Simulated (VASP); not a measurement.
# TePb (Fm-3m) in VASP: further runs

Aim: see how the results for TePb move with the level of theory and the settings. Levels: RPBE+D4, BLYP+D3(BJ), PBE, BLYP+D4. Tasks: single point.

Program: VASP 6.6.1. These are calculated values, not measurements. Logs are shortened: lines on timing, memory, paths and dates and some standing lists are left out, and cuts for length are marked.

## Step 1: The cell of the first run

Symmetry: Fm-3m, No. 225, cubic system. The conventional cell has a = 6.462 Å, b = 6.462 Å, c = 6.462 Å, α = 90.00°, β = 90.00°, γ = 90.00°. Within 4.3 Å of Pb (site symmetry m-3m) lie 6 Te at 3.23 Å. Within 4.3 Å of Te (site symmetry m-3m) lie 6 Pb at 3.23 Å.

## Step 2: Single point, RPBE+D4

INCAR reads:

```
SYSTEM = TePb
PREC = Accurate ; ENCUT = 520
EDIFF = 1E-7 ; ISMEAR = -5
SIGMA = 0.05 ; LREAL = .FALSE.
LASPH = .TRUE. ; NELM = 80
ALGO = Normal ; ISIF = 2
LWAVE = .FALSE. ; LCHARG = .FALSE.
GGA = RP ; IVDW = 13
NBANDS = 17
```

KPOINTS reads:

```
regular mesh
0
G
  7 7 7
  0 0 0
```

POSCAR reads:

```
TePb
1.0
    4.5693240200      0.0000000000      0.0000000000
    2.2846620100      3.9571506794      0.0000000000
    2.2846620100      1.3190502265      3.7308374395
Pb Te
1 1
Direct
    0.0000000000      0.0000000000      0.0000000000
    0.5000000000      0.5000000000      0.5000000000
```

Potentials or basis: VASP PAW PBE potentials, release 64 (Pb_d, Te).

The run is started by

```
$ cat potpaw_PBE.64/Pb_d/POTCAR potpaw_PBE.64/Te/POTCAR > POTCAR
$ mpirun -np 1 vasp_std > vasp.out
```

OUTCAR:

```text
SYSTEM = TePb
   PREC = Accurate
   ENCUT = 520
   EDIFF = 1E-7
   ISMEAR = -5
   LREAL = .FALSE.
   LASPH = .TRUE.
   NELM = 80
   ISIF = 2
   GGA = RP
   IVDW = 13

 ion  position               nearest neighbor table
   1  0.000  0.000  0.000-   2 3.23   2 3.23   2 3.23   2 3.23   2 3.23   2 3.23
   2  0.500  0.500  0.500-   1 3.23   1 3.23   1 3.23   1 3.23   1 3.23   1 3.23

  LATTYP: Found a face centered cubic cell.
 ALAT       =     6.4619999999

  Lattice vectors:

 A1 = (   4.5693240200,   0.0000000000,   0.0000000000)
 A2 = (   2.2846620100,   3.9571506794,   0.0000000000)
 A3 = (   2.2846620100,   1.3190502265,   3.7308374395)

Analysis of symmetry for initial positions (statically):
=====================================================================
 Subroutine PRICEL returns:
 Original cell was already a primitive cell.

 Routine SETGRP: Setting up the symmetry group for a
 face centered cubic supercell.

 Subroutine GETGRP returns: Found 48 space group operations
[... 9 lines left out ...]

 Routine SETGRP: Setting up the symmetry group for a
 face centered cubic supercell.

 Subroutine GETGRP returns: Found 48 space group operations
[... 11 lines left out ...]
                                     Primitive cell

  volume of cell :      67.4592

  direct lattice vectors                    reciprocal lattice vectors
     4.569324020  0.000000000  0.000000000     0.218850752 -0.126353541 -0.089345446
     2.284662010  3.957150679  0.000000000     0.000000000  0.252707082 -0.089345446
     2.284662010  1.319050226  3.730837440     0.000000000  0.000000000  0.268036337

  length of vectors
     4.569324020  4.569324020  4.569324020     0.268036337  0.268036337  0.268036337

  position of ions in fractional coordinates (direct lattice)
     0.000000000  0.000000000  0.000000000
     0.500000000  0.500000000  0.500000000

  ion indices of the primitive-cell ions
   primitive index   ion index
                 1           1
                 2           2

----------------------------------------------------------------------------------------

 KPOINTS: regular mesh

Automatic generation of k-mesh.
 Grid dimensions read from file:
 generate k-points for:    7    7    7

 Generating k-lattice:

  Cartesian coordinates                     Fractional coordinates (reciprocal lattice)
     0.031264393 -0.018050506 -0.012763635     0.142857143  0.000000000  0.000000000
     0.000000000  0.036101012 -0.012763635     0.000000000  0.142857143 -0.000000000
     0.000000000  0.000000000  0.038290905     0.000000000  0.000000000  0.142857143

  Length of vectors
     0.038290905  0.038290905  0.038290905

  Shift w.r.t. Gamma in fractional coordinates (k-lattice)
     0.000000000  0.000000000  0.000000000

 TETIRR: Found     58 inequivalent tetrahedra from     2058

 Subroutine IBZKPT returns following result:
 ===========================================

 Found     20 irreducible k-points:

 Following reciprocal coordinates:
            Coordinates               Weight
  0.000000  0.000000  0.000000      1.000000
  0.142857  0.000000  0.000000      8.000000
  0.285714  0.000000  0.000000      8.000000
  0.428571  0.000000 -0.000000      8.000000
  0.142857  0.142857  0.000000      6.000000
  0.285714  0.142857  0.000000     24.000000
[... 12 lines left out ...]
 -0.428571  0.428571  0.142857     24.000000
 -0.285714  0.428571  0.142857     24.000000
   k-points           NKPTS =     20   k-points in BZ     NKDIM =     20   number of bands    NBANDS=     17
   number of dos      NEDOS =    301   number of ions     NIONS =      2
   total plane-waves  NPLWV =  46656
   dimension x,y,z NGX =    36 NGY =   36 NGZ =   36
   dimension x,y,z NGXF=    72 NGYF=   72 NGZF=   72
   ions per type =               1   1
   NGX,Y,Z   is equivalent  to a cutoff of  13.10, 13.10, 13.10 a.u.
   NGXF,Y,Z  is equivalent  to a cutoff of  26.20, 26.20, 26.20 a.u.
 SYSTEM =  TePb
   PREC   = accura    normal or accurate (medium, high low for compatibility)
   ISTART =      0    job   : 0-new  1-cont  2-samecut
   ICHARG =      2    charge: 1-file 2-atom 10-const
   ISPIN  =      1    spin polarized calculation?
   LNONCOLLINEAR =      F non collinear calculations
   LSORBIT =      F    spin-orbit coupling
   LASPH  =      T    aspherical Exc in radial PAW
   ENCUT  =  520.0 eV  38.22 Ry    6.18 a.u.   8.50  8.50  8.50*2*pi/ulx,y,z
   NELM   =     80;   NELMIN=  2; NELMDL= -5     # of ELM steps
   EDIFF  = 0.1E-06   stopping-criterion for ELM
   LREAL  =      F    real-space projection
   EDIFFG = 0.1E-05   stopping-criterion for IOM
   NSW    =      0    number of steps for IOM
   IBRION =     -1    ionic relax: 0-MD 1-quasi-New 2-CG
   NFREE  =      0    steps in history (QN), initial steepest desc. (CG)
   ISIF   =      2    stress and relaxation
   ISYM   =      2    0-nonsym 1-usesym 2-fastsym
   POTIM  = 0.5000    time-step for ionic-motion
   TEBEG  =    0.0;   TEEND  =   0.0 temperature during run
   PSTRESS=    0.0 pullay stress
   NELECT =      20.0000    total number of electrons
   NUPDOWN=      -1.0000    fix difference up-down
   EMIN   =  10.00;   EMAX   =-10.00  energy-range for DOS
   EFERMI =   0.00;   METHOD = LEGACY
   ISMEAR =    -5;   SIGMA  =   0.05  broadening in eV -4-tet -1-fermi 0-gaus
   EFERMI_NEDOS =   21; number of points for ismear=-14 and -15
   IALGO  =     38    algorithm
   IMIX   =      4    mixing-type and parameters
     AMIX     =   0.40;   BMIX     =  1.00
     AMIX_MAG =   1.60;   BMIX_MAG =  1.00
  volume/ion in A,a.u.               =      33.73       227.62
  Fermi-wavevector in a.u.,A,eV,Ry     =   1.091619  2.062861 16.213147  1.191633
  Thomas-Fermi vector in A             =   2.227868
   LORBIT       =      0    0 simple, 1 ext, 2 COOP (PROOUT), +10 PAW based schemes
   GGA     = RP    functional components
   LHFCALC =     F    Hartree Fock is set to
   AEXX    =    0.0000 exact exchange contribution
   IVDW    =    13    specifies the selected vdW correction
   LEPSILON=     F    determine dielectric tensor
   LRPA    =     F    only Hartree local field effects (RPA)
 non-spin polarized calculation
 Fermi weights with tetrahedron method with Bloechl corrections
  energy-cutoff  :      520.00
  volume of cell :       67.46
 maximum number of plane-waves:      1837
 NGX is ok and might be reduce to    36
   NGX = 17   NGY = 17   NGZ = 17

 number of electron      20.0000003 magnetization

 Free energy of the ion-electron system (eV)
  ---------------------------------------------------
  ext. energy  EPLUGINS =         0.00000000
  ---------------------------------------------------
  free energy    TOTEN  =        -6.77813076 eV

  energy without entropy =       -6.77813076  energy(sigma->0) =       -6.77813076

 E-fermi :   5.6512     XC(G=0):  -9.1719

 val. band max:        5.6484948017   @ k =   0.4286   0.0000  -0.0000
 cond. band min:       6.7135140971   @ k =   0.4286   0.0000  -0.0000
 fundamental gap:      1.0650192954
 Fermi energy:         5.6512415048

 k-point     1 :       0.0000    0.0000    0.0000
  band No.  band energies     occupation
      1     -11.0477      2.00000
      2     -11.0477      2.00000
      3     -11.0421      2.00000
      4     -11.0421      2.00000
      5     -11.0421      2.00000
      6      -6.2568      2.00000
[... 9 lines left out ...]
     16      11.5582      0.00000
     17      13.2213      0.00000

 k-point     2 :       0.1429    0.0000    0.0000
  band No.  band energies     occupation
      1     -11.0502      2.00000
      2     -11.0502      2.00000
      3     -11.0415      2.00000
      4     -11.0392      2.00000
      5     -11.0391      2.00000
      6      -6.0825      2.00000
[... 9 lines left out ...]
     16      11.9356      0.00000
     17      14.4901      0.00000

 k-point     3 :       0.2857    0.0000    0.0000
  band No.  band energies     occupation
      1     -11.0567      2.00000
      2     -11.0567      2.00000
      3     -11.0405      2.00000
      4     -11.0317      2.00000
      5     -11.0317      2.00000
      6      -5.5899      2.00000
[... 9 lines left out ...]
     16      12.9542      0.00000
     17      16.6172      0.00000

 k-point     4 :       0.4286    0.0000   -0.0000
  band No.  band energies     occupation
      1     -11.0620      2.00000
      2     -11.0620      2.00000
      3     -11.0397      2.00000
      4     -11.0255      2.00000
      5     -11.0255      2.00000
      6      -4.9630      2.00000
[... 9 lines left out ...]
     16      14.4522      0.00000
     17      15.8191      0.00000

 k-point     5 :       0.1429    0.1429    0.0000
  band No.  band energies     occupation
      1     -11.0558      2.00000
      2     -11.0456      2.00000
      3     -11.0439      2.00000
      4     -11.0376      2.00000
      5     -11.0376      2.00000
      6      -6.0248      2.00000
[... 9 lines left out ...]
     16      12.5772      0.00000
     17      13.7705      0.00000

 k-point     6 :       0.2857    0.1429    0.0000
  band No.  band energies     occupation
      1     -11.0646      2.00000
      2     -11.0481      2.00000
      3     -11.0435      2.00000
      4     -11.0328      2.00000
      5     -11.0305      2.00000
      6      -5.6400      2.00000
[... 9 lines left out ...]
     16      13.6176      0.00000
     17      15.1252      0.00000
[... 201 lines left out ...]
 k-point    17 :       0.4286    0.2857    0.1429
  band No.  band energies     occupation
      1     -11.0740      2.00000
      2     -11.0494      2.00000
      3     -11.0428      2.00000
      4     -11.0272      2.00000
      5     -11.0271      2.00000
      6      -5.1994      2.00000
[... 9 lines left out ...]
     16      14.6867      0.00000
     17      15.4637      0.00000

 k-point    18 :      -0.4286    0.2857    0.1429
  band No.  band energies     occupation
      1     -11.0787      2.00000
      2     -11.0534      2.00000
      3     -11.0374      2.00000
      4     -11.0296      2.00000
      5     -11.0221      2.00000
      6      -4.6885      2.00000
[... 9 lines left out ...]
     16      15.1533      0.00000
     17      16.1634      0.00000

 k-point    19 :      -0.4286    0.4286    0.1429
  band No.  band energies     occupation
      1     -11.0950      2.00000
      2     -11.0451      2.00000
      3     -11.0443      2.00000
      4     -11.0239      2.00000
      5     -11.0180      2.00000
      6      -4.5860      2.00000
[... 9 lines left out ...]
     16      15.9235      0.00000
     17      16.6910      0.00000

 k-point    20 :      -0.2857    0.4286    0.1429
  band No.  band energies     occupation
      1     -11.0889      2.00000
      2     -11.0496      2.00000
      3     -11.0376      2.00000
      4     -11.0307      2.00000
      5     -11.0181      2.00000
      6      -4.4555      2.00000
[... 9 lines left out ...]
     16      16.0665      0.00000
     17      16.5267      0.00000

------------------------ aborting loop because EDIFF is reached ----------------------------------------

  DFT-D4 for vdW energy calculation

  Edisp (eV):   -1.53554

  FORCE on cell =-STRESS in cart. coord.  units (eV):
  Direction    XX          YY          ZZ          XY          YZ          ZX
  --------------------------------------------------------------------------------------
  -------------------------------------------------------------------------------------
  Total      -0.02548    -0.02548    -0.02548     0.00000    -0.00000    -0.00000
  in kB      -0.60505    -0.60505    -0.60505     0.00000    -0.00000    -0.00000
  external pressure =       -0.61 kB  Pullay stress =        0.00 kB

 VOLUME and BASIS-vectors are now :
 -----------------------------------------------------------------------------
  energy-cutoff  :      520.00
  volume of cell :       67.46
      direct lattice vectors                 reciprocal lattice vectors
     4.569324020  0.000000000  0.000000000     0.218850752 -0.126353541 -0.089345446
     2.284662010  3.957150679  0.000000000     0.000000000  0.252707082 -0.089345446
     2.284662010  1.319050226  3.730837440     0.000000000  0.000000000  0.268036337

 POSITION                                       TOTAL-FORCE (eV/Angst)
 -----------------------------------------------------------------------------------
      0.00000      0.00000      0.00000         0.000000     -0.000000      0.000000
      4.56932      2.63810      1.86542        -0.000000      0.000000      0.000000
 -----------------------------------------------------------------------------------
    total drift:                                0.000000     -0.000000     -0.000000

  FREE ENERGIE OF THE ION-ELECTRON SYSTEM (eV)
  ---------------------------------------------------
  free  energy   TOTEN  =        -8.3136657999 eV

  energy  without entropy=       -8.3136657999  energy(sigma->0) =       -8.31366580
```

It took 51 s on 1 thread of AMD EPYC 7R43 (Zen 3), shared host; peak memory 0.17 GiB.

Results:

```
Free energy                : -8.3137 eV
Pressure                   : -0.1 GPa
Dispersion energy per atom : -0.768 eV
```

Caveat: this odd mesh misses L, where the gap lies, so gap, dielectric constants and Born charges aren't listed; the PAW data sets were made with another functional, which shifts forces and pressure a little; spin-orbit coupling is left out, which moves the levels of the heavy elements.

## Step 3: Single point, BLYP+D3(BJ)

This run uses another cell than the first one, of 34.17 Å³/atom, 1.013 times its volume.

INCAR reads:

```
PREC = Accurate
ENCUT = 520
EDIFF = 1E-6
ISMEAR = -1
SIGMA = 0.05
LREAL = False
LASPH = True
NELM = 80
ALGO = Normal
ISIF = 2
LWAVE = False
LCHARG = False
GGA = B5
ALDAX = 1.0
AGGAX = 1.0
AGGAC = 1.0
ALDAC = 0.0
IVDW = 12
VDW_S6 = 1.0
VDW_S8 = 2.6996
VDW_A1 = 0.4298
VDW_A2 = 4.2359
NBANDS = 17
```

KPOINTS reads:

```
regular mesh
0
Gamma
  7 7 7
```

POSCAR reads:

```
TePb
1.0
    0.0000000000      3.2449538270      3.2449538270
    3.2449538270      0.0000000000      3.2449538270
    3.2449538270      3.2449538270      0.0000000000
Pb Te
1 1
Direct
    0.0000000000      0.0000000000      0.0000000000
    0.5000000000      0.5000000000      0.5000000000
```

Potentials or basis: VASP PAW PBE potentials, release 64 (Pb_d, Te).

The run is started by

```
$ cat potpaw_PBE.64/Pb_d/POTCAR potpaw_PBE.64/Te/POTCAR > POTCAR
$ mpirun -np 1 vasp_std > vasp.out
```

It took 71 s on 1 thread of Intel Xeon 6975P-C, shared host; peak memory 0.19 GiB.

The run converged. Its results:

```
Free energy                : -8.1766 eV
Pressure                   : 0.1 GPa
Dispersion energy per atom : -0.948 eV
```

Levels at points of the mesh, in eV from the Fermi level:
```tsv
k point	band 7	band 8	band 9	band 10	band 11	band 12	band 13	band 14
(0.00, 0.00, 0.00)	-6.21	-1.78	-1.78	-1.78	3.51	3.51	3.51	5.57
```

Caveat: this odd mesh misses L, where the gap lies, so gap, dielectric constants and Born charges aren't listed; the PAW data sets were made with another functional, which shifts forces and pressure a little; spin-orbit coupling is left out, which moves the levels of the heavy elements.

## Step 4: Single point, PBE

INCAR reads:

```
  ALGO = Normal
  EDIFF = 1E-6
  ENCUT = 520
  GGA = PE
  ISIF = 2
  ISMEAR = 0
  LASPH = T
  LCHARG = F
  LREAL = F
  LWAVE = F
  NBANDS = 17
  NELM = 80
  PREC = Accurate
  SIGMA = 0.03
```

KPOINTS reads:

```
k-points
0
Gamma
  7 7 7
```

POSCAR reads:

```
TePb
1.0
    0.0000000000      3.2310000000      3.2310000000
    3.2310000000      0.0000000000      3.2310000000
    3.2310000000      3.2310000000      0.0000000000
Pb Te
1 1
Direct
    0.0000000000      0.0000000000      0.0000000000
    0.5000000000      0.5000000000      0.5000000000
```

The run is started by

```
$ cat potpaw_PBE.64/Pb_d/POTCAR potpaw_PBE.64/Te/POTCAR > POTCAR
$ mpirun -np 1 vasp_std > vasp.out
```

Wall time 50 s (1 thread of Intel Xeon 6975P-C, shared host); peak memory 0.18 GiB.

It converged, with:

```yaml
Free_energy: -7.5026 eV
Pressure: 2.1 GPa
```

Levels at points of the mesh, in eV from the Fermi level:
| k point | band 6 | band 7 | band 8 | band 9 | band 10 | band 11 | band 12 | band 13 | band 14 | band 15 |
| --- | --- | --- | --- | --- | --- | --- | --- | --- | --- | --- |
| (0.00, 0.00, 0.00) | -12.07 | -5.65 | -1.40 | -1.40 | -1.40 | 4.03 | 4.03 | 4.03 | 5.74 | 5.74 |

Caveat: this odd mesh misses L, where the gap lies, so gap, dielectric constants and Born charges aren't listed; spin-orbit coupling is left out, which moves the levels of the heavy elements.

## Step 5: Single point, BLYP+D4

This run uses another cell than the first one, of 37.10 Å³/atom, 1.100 times its volume.

INCAR reads:

```
SYSTEM = TePb
AGGAC = 1.0
AGGAX = 1.0
ALDAC = 0.0
ALDAX = 1.0
ALGO = Normal
EDIFF = 1E-6
ENCUT = 520
GGA = B5
ISIF = 2
ISMEAR = -1
IVDW = 13
LASPH = .TRUE.
LCHARG = .TRUE.
LELF = .TRUE.
LREAL = .FALSE.
LVHAR = .TRUE.
LWAVE = .FALSE.
NBANDS = 17
NELM = 60
PREC = Accurate
SIGMA = 0.05
VDW_A1 = 0.44488865
VDW_A2 = 4.0933009
VDW_S6 = 1.0
VDW_S8 = 2.34076671
```

KPOINTS reads:

```
k-points
0
G
  7 7 7
  0 0 0
```

POSCAR reads:

```
TePb
1.0
    0.0000000000      3.3352091449      3.3352091449
    3.3352091449      0.0000000000      3.3352091449
    3.3352091449      3.3352091449      0.0000000000
Pb Te
1 1
Direct
    0.0000000000      0.0000000000      0.0000000000
    0.5000000000      0.5000000000      0.5000000000
```

The run is started by

```
$ cat potpaw_PBE.64/Pb_d/POTCAR potpaw_PBE.64/Te/POTCAR > POTCAR
$ mpirun -np 1 vasp_std > vasp.out
```

Wall time 74 s (1 thread of Intel Xeon 6975P-C, shared host); peak memory 0.18 GiB.

Results (log left out):

- Free energy: -7.9621 eV
- Pressure: 0.1 GPa
- Dispersion energy per atom: -0.789 eV

Levels at points of the mesh, in eV from the Fermi level:
```tsv
k point	band 7	band 8	band 9	band 10	band 11	band 12	band 13	band 14
(0.00, 0.00, 0.00)	-6.48	-1.55	-1.55	-1.55	3.33	3.33	3.33	5.67
```

Caveat: this odd mesh misses L, where the gap lies, so gap, dielectric constants and Born charges aren't listed; the PAW data sets were made with another functional, which shifts forces and pressure a little; spin-orbit coupling is left out, which moves the levels of the heavy elements.

## Step 6: Summary

```tsv
level	cell	smearing	pressure (GPa)
RPBE+D4	a = 4.569 Å, angles 60.0°, 2 atoms	tetrahedron	-0.1
BLYP+D3(BJ)	a = 4.589 Å, angles 60.0°, 2 atoms	fermi-dirac 0.05 eV	0.1
PBE	a = 4.569 Å, angles 60.0°, 2 atoms	gaussian 0.03 eV	2.1
BLYP+D4	a = 4.717 Å, angles 60.0°, 2 atoms	fermi-dirac 0.05 eV	0.1
```

Alike in all rows: task single point; potentials or basis VASP PAW PBE potentials, release 64 (Pb_d, Te); no spin polarisation; k mesh 7 × 7 × 7; cutoff (eV) 520.

Caveats: spin-orbit coupling is left out, which moves the levels of the heavy elements; the PAW data sets were made with another functional, which shifts forces and pressure a little (some runs).

Absolute energies hang on the potentials; compare differences alone.
